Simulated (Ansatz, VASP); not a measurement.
# One calculation of GaAs, two programs

The input POSCAR:

```
GaAs
1.0
    0.0000000000      2.8640496607      2.8640496607
    2.8640496607      0.0000000000      2.8640496607
    2.8640496607      2.8640496607      0.0000000000
As Ga
1 1
Direct
    0.7500000000      0.7500000000      0.7500000000
    0.0000000000      0.0000000000      0.0000000000
```

INCAR.step1

```
PREC = Accurate
ENCUT = 520
EDIFF = 1E-5
ISMEAR = -1
SIGMA = 0.05
LREAL = False
LASPH = True
NELM = 60
ALGO = Normal
ISIF = 2
LWAVE = True
LCHARG = False
NBANDS = 16
GGA = PE
```

The input INCAR.step2:

```
PREC = Accurate
ENCUT = 520
EDIFF = 1E-6
ISMEAR = -1
SIGMA = 0.05
LREAL = False
LASPH = True
NELM = 60
ALGO = Normal
ISIF = 2
LWAVE = False
LCHARG = False
METAGGA = R2SCAN
LHFCALC = True
AEXX = 0.5
LMIXTAU = True
PRECFOCK = Normal
NBANDS = 16
ISTART = 1
```

File KPOINTS:

```
regular mesh
0
Gamma
  4 4 4
```

File input.yaml:

```yaml
crystal:
  lattice:
    - [0.0, 2.8640496607, 2.8640496607]
    - [2.8640496607, 0.0, 2.8640496607]
    - [2.8640496607, 2.8640496607, 0.0]
  atoms:
    - { symbol: As, position: [0.75, 0.75, 0.75] }
    - { symbol: Ga, position: [0.0, 0.0, 0.0] }
hamiltonian:
  xc: r2scan50
  pseudopotentials: { kind: paw }
kpoints:
  mp_grid: { grid: [4, 4, 4] }
scf:
  occupations: { method: fermi_dirac, width: 0.05 }
output:
  forces: true
  stress: true
  eigenvalues: true
  write_density: true
  write_potential: true
  elf: true
  volumetric_format: npy
```

Alike in both runs: task single point; functional r2SCAN50; k mesh 4 × 4 × 4; occupations fermi-dirac, width 0.05 eV; no spin polarisation.

```csv
,VASP,Ansatz
version,VASP 6.6.1,Ansatz 0.2.0
potentials or method,"VASP PAW PBE potentials, release 64 (As, Ga_d)",Ansatz PAW
plane-wave cutoff (eV),520,500
valence electrons in the cell,18,28
```

VASP gave:

| Item | Value |
| --- | --- |
| gap on the k mesh at the Fermi level (eV) | 3.55 |
| least direct gap on the mesh (eV) | 3.55 |
| pressure (GPa) | -4.9 |

Question: Which values does Ansatz return?

Answer: gap on the k mesh at the Fermi level (eV): 3.46; least direct gap on the mesh (eV): 3.46; pressure (GPa): -4.2.

VASP's potentials were made for PBE, not for r2SCAN50. VASP's potentials hold 18 valence electrons a cell and Ansatz's 28, so a difference there can come from the potentials and not from the codes.

The k mesh is coarse, so the values compare programs but aren't converged.
